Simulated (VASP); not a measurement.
Set up this calculation in VASP 6.6.1, as the native input.

* Task: relaxation of cell and atoms
* Functional: LDA
* Potentials or basis: VASP PAW LDA potentials, release 64 (Zr_sv)
* Cutoff: 600 eV
* k mesh: 9 × 9 × 5
* Occupations: fermi-dirac, width 0.05 eV
* Spin: no spin polarisation
* Dipole correction: no
* Further INCAR settings: ALGO = Normal; EDIFF = 1e-06; IBRION = 2; EDIFFG = -0.01; NSW = 60; ISIF = 3

The structure of Zr lies in POSCAR:

```
Zr
1.0
    3.2320000000      0.0000000000      0.0000000000
   -1.6160000000      2.7989941050      0.0000000000
    0.0000000000      0.0000000000      5.1470000000
Zr
2
Direct
    0.6666666667      0.3333333333      0.7500000000
    0.3333333333      0.6666666667      0.2500000000
```

One way to write it, as run:

INCAR

```
ALGO = Normal ; EDIFF = 1E-6
EDIFFG = -0.01 ; ENCUT = 600
GGA = CA ; IBRION = 2
ISIF = 3 ; ISMEAR = -1
LASPH = T ; LCHARG = F
LREAL = F ; LWAVE = F
NELM = 100 ; NSW = 60
PREC = Accurate ; SIGMA = 0.05
```

KPOINTS

```
k-points
0
Gamma
  9 9 5
```

Potentials or basis: VASP PAW LDA potentials, release 64 (Zr_sv).

Launch:

```sh
$ cat potpaw_LDA.64/Zr_sv/POTCAR > POTCAR
$ mpirun -np 1 vasp_std > vasp.out
```

Results of the run:

| Quantity | Value |
| --- | --- |
| Relaxed volume | 21.81 Å³/atom |
| Relaxed cell | a = 3.145 Å, b = 3.145 Å, c = 5.093 Å, α = 90.00°, β = 90.00°, γ = 120.00° |
| Space group after relaxing (to 0.05 Å) | P6_3/mmc (No. 194) |
| Energy gained by relaxing | 29.2 meV/atom |
| Ionic steps | 6 |
| Pressure after relaxing | 0.0 GPa |
| Band gap on the k mesh | zero (band 12 reaches 10.40 eV, above the bottom of band 13 at 9.31 eV) |

It took 3.3 min on 1 thread of AMD EPYC 7R13 (shared host), peak memory 0.15 GiB.
